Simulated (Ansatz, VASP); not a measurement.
## KF: VASP beside Ansatz

```
K F
1.0
     2.71758    0.00000    0.00000
     0.00000    2.71758    0.00000
     0.00000    0.00000    2.71758
K F
1 1
Direct
  0.00000 0.00000 0.00000
  0.50000 0.50000 0.50000
```

Change from the starting cell: volume scaled by 0.58, PAW files.

Alike in both runs: task single point; functional PBE; k mesh 14 × 14 × 14; occupations fermi-dirac, width 0.05 eV; no spin polarisation.

|  | VASP | Ansatz |
| --- | --- | --- |
| version | VASP 6.6.1 | Ansatz 0.2.0 |
| potentials or method | VASP PAW PBE potentials, release 64 (K_sv, F) | PAW with Ansatz's default frozen-core files, scalar-relativistic |
| plane-wave cutoff (eV) | 520 | 420 |
| valence electrons in the cell | 16 | 16 |

|  | VASP | Ansatz | Ansatz less VASP |
| --- | --- | --- | --- |
| gap on the k mesh at the Fermi level (eV) | 8.14 | 8.17 | +0.025 |
| pressure (GPa) | 70.1 | 67.6 | -2.48 |

Both programs put the cell under a high pressure, so it lies far from rest at this level.

Noted on VASP's run: the cell as given lies far from equilibrium.
